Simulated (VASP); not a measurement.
# HfH5 (P-6m2) in VASP: notebook, part 3 of 3

VASP 6.6.1. The steps go on from the part before.

## 4. Relaxation of cell and atoms, PBE

This run uses another cell than the first one, of 28.71 Å³/atom.

The input, INCAR:

```
SYSTEM = HfH5
ALGO     = Normal         ! electronic algorithm
EDIFF    = 1E-6           ! SCF threshold, eV
EDIFFG   = -0.01          ! ionic threshold
ENCUT    = 600            ! plane-wave cutoff, eV
GGA      = PE             ! functional
IBRION   = 2              ! ionic algorithm
ISIF     = 3              ! what is computed and relaxed
ISMEAR   = 0              ! smearing method
LASPH    = .True.         ! aspherical terms in the spheres
LCHARG   = .False.        ! write CHGCAR
LREAL    = .False.        ! projectors in reciprocal space
LWAVE    = .False.        ! write WAVECAR
NELM     = 80             ! most SCF steps
NSW      = 100            ! ionic steps
PREC     = Accurate       ! precision mode
SIGMA    = 0.1            ! smearing width, eV
```

The input, KPOINTS:

```
k-points
0
Gamma
  6 6 12
  0 0 0
```

The input, POSCAR:

```
HfH5
1.0
    7.7410318968      0.0000000000      0.0000000000
   -3.8705159484      6.7039302741      0.0000000000
    0.0000000000      0.0000000000      3.3190205606
Hf H
1 5
Direct
    0.0000000000      0.0000000000      0.0000000000
    0.6666666667      0.3333333333      0.6129699842
    0.6666666667      0.3333333333      0.3870300158
    0.8624643972      0.1375356028      0.0000000000
    0.8624643972      0.7249287943      0.0000000000
    0.2750712057      0.1375356028      0.0000000000
```

Potentials or basis: VASP PAW PBE potentials, release 64 (Hf_pv, H).

Command:

```sh
$ cat potpaw_PBE.64/Hf_pv/POTCAR potpaw_PBE.64/H/POTCAR > POTCAR
$ mpirun -np 1 vasp_std > vasp.out
```

OUTCAR:

```text
SYSTEM = HfH5
   EDIFF = 1E-6
   EDIFFG = -0.01
   ENCUT = 600
   GGA = PE
   IBRION = 2
   ISIF = 3
   ISMEAR = 0
   LASPH = .True.
   LREAL = .False.
   NELM = 80
   NSW = 100
   PREC = Accurate

 ion  position               nearest neighbor table
   1  0.000  0.000  0.000-   4 1.84   5 1.84   6 1.84
   2  0.667  0.333  0.613-   3 0.75
   3  0.667  0.333  0.387-   2 0.75
   4  0.862  0.138  0.000-   1 1.84
   5  0.862  0.725  0.000-   1 1.84
   6  0.275  0.138  0.000-   1 1.84

  LATTYP: Found a hexagonal cell.
 ALAT       =     7.7410318968
 C/A-ratio  =     0.4287568641

  Lattice vectors:

 A1 = (   7.7410318968,   0.0000000000,   0.0000000000)
 A2 = (  -3.8705159484,   6.7039302741,   0.0000000000)
 A3 = (   0.0000000000,   0.0000000000,   3.3190205606)

Analysis of symmetry for initial positions (statically):
=====================================================================
 Subroutine PRICEL returns:
 Original cell was already a primitive cell.

 Routine SETGRP: Setting up the symmetry group for a
 hexagonal supercell.

 Subroutine GETGRP returns: Found 12 space group operations
 (whereof 12 operations were pure point group operations)
 out of a pool of 24 trial point group operations.

The static configuration has the point symmetry D_3h.

Analysis of symmetry for dynamics (positions and initial velocities):
=====================================================================
 Subroutine PRICEL returns:
 Original cell was already a primitive cell.

 Routine SETGRP: Setting up the symmetry group for a
 hexagonal supercell.

 Subroutine GETGRP returns: Found 12 space group operations
 (whereof 12 operations were pure point group operations)
 out of a pool of 24 trial point group operations.

The dynamic configuration has the point symmetry D_3h.

[... 157 lines left out ...]

------------------------ aborting loop because EDIFF is reached ----------------------------------------

  FORCE on cell =-STRESS in cart. coord.  units (eV):
  Direction    XX          YY          ZZ          XY          YZ          ZX
  --------------------------------------------------------------------------------------
  -------------------------------------------------------------------------------------
  Total       -0.0285449     -0.0285449      0.3209941      0.0000000     -0.0000000      0.0000000
  in kB       -0.2655226     -0.2655226      2.9858592      0.0000000     -0.0000000      0.0000000
  external PRESSURE =       0.8182713 kB  Pullay stress =       0.0000000 kB
[... 101 lines left out ...]
  FREE ENERGIE OF THE ION-ELECTRON SYSTEM (eV)
  ---------------------------------------------------
  free  energy   TOTEN  =       -23.5497935409 eV

  energy  without entropy=      -23.5403916608  energy(sigma->0) =      -23.54509260

[... ionic steps 4 to 27 ...]

--------------------------------------- Ionic step       28  -------------------------------------------

 number of electron      15.0000000 magnetization

------------------------ aborting loop because EDIFF is reached ----------------------------------------
[... 75 lines left out ...]
--------------------------------------- Ionic step       30  -------------------------------------------

 number of electron      15.0000000 magnetization

 Free energy of the ion-electron system (eV)
  ---------------------------------------------------
  ext. energy  EPLUGINS =         0.00000000
  ---------------------------------------------------
  free energy    TOTEN  =       -23.55599342 eV

  energy without entropy =      -23.54659053  energy(sigma->0) =      -23.55129197

 E-fermi :  -3.3947     XC(G=0):  -4.2089

 val. band max:       -3.3947269588   @ k =   0.3333   0.0000   0.2500
 cond. band min:      -3.3942857691   @ k =   0.5000   0.0000   0.2500
 fundamental gap:      0.0004411897
 Fermi energy:        -3.3947261206

 k-point     1 :       0.0000    0.0000    0.0000
  band No.  band energies     occupation
      1     -34.5478      2.00000
      2     -34.4058      2.00000
      3     -34.4058      2.00000
      4      -8.5385      2.00000
      5      -7.5141      2.00000
      6      -5.6687      2.00000
      7      -5.6687      2.00000
      8      -4.6295      2.00000
      9      -1.2762      0.00000
     10      -1.2762      0.00000
     11      -0.1920      0.00000
[... 309 lines left out ...]
 k-point    24 :       0.3333    0.0000    0.2500
  band No.  band energies     occupation
      1     -34.6635      2.00000
      2     -34.3949      2.00000
      3     -34.3949      2.00000
      4      -8.2178      2.00000
      5      -6.9414      2.00000
      6      -5.3768      2.00000
      7      -5.3651      2.00000
      8      -3.3947      1.00001
      9      -2.0063      0.00000
     10      -1.9919      0.00000
     11      -0.3390      0.00000

 [... further k-points ...]

------------------------ aborting loop because EDIFF is reached ----------------------------------------

  FORCE on cell =-STRESS in cart. coord.  units (eV):
  Direction    XX          YY          ZZ          XY          YZ          ZX
  --------------------------------------------------------------------------------------
  -------------------------------------------------------------------------------------
  Total       -0.0237752     -0.0237752      0.0004504      0.0000000     -0.0000000      0.0000000
  in kB       -0.1956916     -0.1956916      0.0037072      0.0000000     -0.0000000      0.0000000
  external PRESSURE =      -0.1292253 kB  Pullay stress =       0.0000000 kB
[... 21 lines left out ...]
  FREE ENERGIE OF THE ION-ELECTRON SYSTEM (eV)
  ---------------------------------------------------
  free  energy   TOTEN  =       -23.5559934171 eV

  energy  without entropy=      -23.5465905304  energy(sigma->0) =      -23.55129197

 reached required accuracy - stopping structural energy minimisation
```

OSZICAR:

```text
N       E                     dE             d eps       ncg     rms          rms(c)
DAV:   1     0.737805897491E+01    0.73781E+01   -0.69968E+03  1470   0.107E+03
[... 273 lines left out ...]
DAV:   2    -0.235561740973E+02    0.29600E-03   -0.68185E-04  1078   0.235E-01    0.101E-01
DAV:   3    -0.235560696587E+02    0.10444E-03   -0.10271E-04  1159   0.626E-02    0.699E-02
DAV:   4    -0.235559956711E+02    0.73988E-04   -0.10063E-04  1526   0.617E-02    0.144E-02
DAV:   5    -0.235559875666E+02    0.81045E-05   -0.12058E-05  1485   0.229E-02    0.121E-02
DAV:   6    -0.235559908730E+02   -0.33064E-05   -0.24990E-06  1153   0.100E-02    0.193E-03
DAV:   7    -0.235559924887E+02   -0.16158E-05   -0.36050E-07   803   0.387E-03    0.251E-03
DAV:   8    -0.235559934171E+02   -0.92837E-06   -0.27828E-07   767   0.280E-03
  30 F= -.23555993E+02 E0= -.23551292E+02  d E =-.547994E-03
```

CONTCAR:

```text
HfH5
   1.00000000000000
     8.1843996001759383    0.0000000000000000   -0.0000000000000000
    -4.0921998000879691    7.0878979684351284   -0.0000000000000000
     0.0000000000000000    0.0000000000000000    3.3555027426694441
  Hf              H
     1     5
Direct
     0.0000000000000000    0.0000000000000000    0.0000000000000000
     0.6666666667000030    0.3333333332999970    0.6117356787502176
     0.6666666667000030    0.3333333332999970    0.3882643212497826
     0.8701398401178619    0.1298601598821360    0.0000000000000000
     0.8701398401178639    0.7402796801357262    0.0000000000000000
     0.2597203198642754    0.1298601598821360    0.0000000000000000

  0.00000000E+00  0.00000000E+00  0.00000000E+00
  0.00000000E+00  0.00000000E+00  0.00000000E+00
  0.00000000E+00  0.00000000E+00  0.00000000E+00
  0.00000000E+00  0.00000000E+00  0.00000000E+00
  0.00000000E+00  0.00000000E+00  0.00000000E+00
  0.00000000E+00  0.00000000E+00  0.00000000E+00
```

It took 41 min on 1 thread of Intel Xeon 8259CL, shared host; peak memory 0.45 GiB.

Results:

| Property | Result |
| --- | --- |
| Free energy | -23.5560 eV |
| Relaxed volume | 32.44 Å³/atom |
| Relaxed cell | a = 8.184 Å, b = 8.184 Å, c = 3.356 Å, α = 90.00°, β = 90.00°, γ = 120.00° |
| Space group after relaxing (to 0.1 Å) | P-6m2 (No. 187) |
| Energy gained by relaxing | 1.2 meV/atom |
| Ionic steps | 30 |
| Pressure after relaxing | 0.0 GPa |
| Largest force after relaxing | 0.009 eV/Å |
| Band gap on the k mesh | zero (an odd number of electrons rules out a gap without spin polarisation) |

Forces in eV/Å, atoms in the order of the input:
```
Hf   0.000  0.000  0.000
H    0.000  0.000  0.009
H    0.000  0.000 -0.009
H    0.006 -0.003  0.000
H    0.000  0.007  0.000
H   -0.006 -0.003  0.000
```

Step by step:
```tsv
step	energy change (eV)	largest force (eV/Å)	pressure (GPa)	volume (Å³)
1	0.0000	0.0494	0.08	172.24
2	-0.0009	0.0771	0.09	172.61
3	-0.0012	0.1572	0.11	172.97
4	-0.0016	0.1073	0.12	173.18
5	-0.0020	0.0370	0.16	173.78
6	-0.0023	0.0316	0.14	174.09
7	-0.0028	0.0154	0.07	175.05
8	-0.0026	0.0493	-0.07	176.96
9	-0.0029	0.0193	0.02	175.81
10	-0.0029	0.0214	0.00	175.92
11	-0.0029	0.0204	0.01	175.86
12	-0.0029	0.0198	0.01	175.96
13	-0.0031	0.0187	0.01	176.27
14	-0.0034	0.0163	0.00	176.89
15	-0.0039	0.0109	0.01	178.12
16	-0.0048	0.0009	0.01	180.61
17	-0.0059	0.0260	0.02	185.64
18	-0.0051	0.0918	0.07	195.93
19	-0.0059	0.0582	0.05	189.88
20	-0.0060	0.0537	0.04	190.14
21	-0.0063	0.0406	0.02	190.90
22	-0.0066	0.0445	-0.01	192.43
23	-0.0065	0.1064	-0.08	195.50
24	-0.0067	0.0673	-0.04	193.56
25	-0.0068	0.0094	-0.06	193.84
26	-0.0068	0.0292	-0.07	194.03
27	-0.0070	0.0244	-0.06	194.11
28	-0.0073	0.0099	-0.04	194.35
29	-0.0073	0.0193	0.00	194.82
30	-0.0074	0.0087	-0.01	194.65
```

Final structure:
```cif
data_structure
_symmetry_space_group_name_H-M 'P 1'
_symmetry_Int_Tables_number 1
_cell_length_a 8.1844
_cell_length_b 8.1844
_cell_length_c 3.3555
_cell_angle_alpha 90.000
_cell_angle_beta 90.000
_cell_angle_gamma 120.000
_cell_volume 194.65
loop_
_atom_site_label
_atom_site_type_symbol
_atom_site_fract_x
_atom_site_fract_y
_atom_site_fract_z
_atom_site_occupancy
Hf1 Hf 0.00000 0.00000 0.00000 1
H1 H 0.66667 0.33333 0.61174 1
H2 H 0.66667 0.33333 0.38826 1
H3 H 0.87014 0.12986 0.00000 1
H4 H 0.87014 0.74028 0.00000 1
H5 H 0.25972 0.12986 0.00000 1
```

Caveat: spin-orbit coupling is left out, which moves the levels of the heavy elements.

## 5. Relaxation of cell and atoms, PBE

The input, INCAR:

```
PREC = Accurate
ENCUT = 600
EDIFF = 1E-6
ISMEAR = 0
SIGMA = 0.1
LREAL = F
LASPH = T
NELM = 100
ALGO = Normal
ISIF = 3
LWAVE = F
LCHARG = F
GGA = PE
IBRION = 2
NSW = 100
EDIFFG = -0.01
```

The input, KPOINTS:

```
Automatic mesh
0
Gamma
  6 6 12
```

The input, POSCAR:

```
HfH5
1.0
    8.1202033207      0.0000000000      0.0000000000
   -4.0601016603      7.0323023596      0.0000000000
    0.0000000000      0.0000000000      3.3598744904
Hf H
1 5
Direct
    0.0000000000      0.0000000000      0.0000000000
    0.6666666667      0.3333333333      0.6117209951
    0.6666666667      0.3333333333      0.3882790049
    0.8690611031      0.1309388969      0.0000000000
    0.8690611031      0.7381222062      0.0000000000
    0.2618777938      0.1309388969      0.0000000000
```

Command:

```sh
$ cat potpaw_PBE.64/Hf_pv/POTCAR potpaw_PBE.64/H/POTCAR > POTCAR
$ mpirun -np 1 vasp_std > vasp.out
```

Run time: 6.4 min. Hardware: 1 thread of Intel Xeon 8259CL, shared host; peak memory 0.48 GiB.

It converged, with:

```
Free energy                           : -23.5590 eV
Relaxed volume                        : 31.96 Å³/atom
Relaxed cell                          : a = 8.119 Å, b = 8.119 Å, c = 3.359 Å, α = 90.00°, β = 90.00°, γ = 120.00°
Space group after relaxing (to 0.1 Å) : P-6m2 (No. 187)
Energy gained by relaxing             : 0.0 meV/atom
Ionic steps                           : 4
Pressure after relaxing               : 0.0 GPa
Band gap on the k mesh                : zero (an odd number of electrons rules out a gap without spin polarisation)
```

Forces in eV/Å, atoms in the order of the input:
```
Hf   0.000  0.000  0.000
H    0.000  0.000  0.001
H    0.000  0.000 -0.001
H    0.002 -0.001  0.000
H    0.000  0.002  0.000
H   -0.002 -0.001  0.000
```

Final structure:
```
CELL_PARAMETERS angstrom
8.11918 0.00000 0.00000
-4.05959 7.03142 0.00000
0.00000 0.00000 3.35901
ATOMIC_POSITIONS crystal
Hf 0.00000 0.00000 0.00000
H 0.66667 0.33333 0.61165
H 0.66667 0.33333 0.38835
H 0.86914 0.13086 0.00000
H 0.86914 0.73827 0.00000
H 0.26173 0.13086 0.00000
```

Levels at points of the mesh, in eV from the Fermi level:
```
           k point  band 4  band 5  band 6  band 7  band 8  band 9  band 10  band 11
(0.00, 0.00, 0.00)   -5.15   -4.11   -2.27   -2.27   -1.23    2.12     2.12     3.20
(0.50, 0.00, 0.00)   -5.11   -4.18   -2.27   -2.23   -1.23    1.93     2.09     3.20
(0.00, 0.00, 0.50)   -4.48   -2.96   -1.60   -1.60    0.55    0.55     2.13     3.58
(0.50, 0.00, 0.50)   -4.48   -2.95   -1.63   -1.60    0.55    0.55     2.13     3.39
```

Caveat: spin-orbit coupling is left out, which moves the levels of the heavy elements.

## 6. Summary

| task | cell | k mesh | cutoff (eV) | gap on the mesh (eV) | pressure (GPa) | relaxed volume (Å³/atom) | largest force (eV/Å) |
| --- | --- | --- | --- | --- | --- | --- | --- |
| single point | a = 8.120, b = 8.120, c = 3.360 Å, angles 90.0, 90.0, 120.0°, 6 atoms, atomic positions A | 6 × 6 × 12 | 520 | none | -0.1 | - | 0.02 |
| relaxation of cell and atoms | relaxed from a = 7.657, b = 7.657, c = 3.473 Å, angles 90.0, 90.0, 120.0°, 6 atoms, atomic positions B | 3 × 3 × 6 | 600 | none | 0.2 | 28.28 | 0.04 |
| relaxation of cell and atoms | relaxed from a = 7.741, b = 7.741, c = 3.319 Å, angles 90.0, 90.0, 120.0°, 6 atoms, atomic positions C | 6 × 6 × 12 | 600 | none | 0.0 | 32.44 | 0.01 |
| relaxation of cell and atoms | relaxed from a = 8.120, b = 8.120, c = 3.360 Å, angles 90.0, 90.0, 120.0°, 6 atoms, atomic positions A | 6 × 6 × 12 | 600 | none | 0.0 | 31.96 | - |

Alike in all rows: level PBE; potentials or basis VASP PAW PBE potentials, release 64 (Hf_pv, H); no spin polarisation; smearing gaussian 0.1 eV.

Caveats: spin-orbit coupling is left out, which moves the levels of the heavy elements.

Total energies depend on the potentials used, so only differences within one code and one set of settings carry meaning.
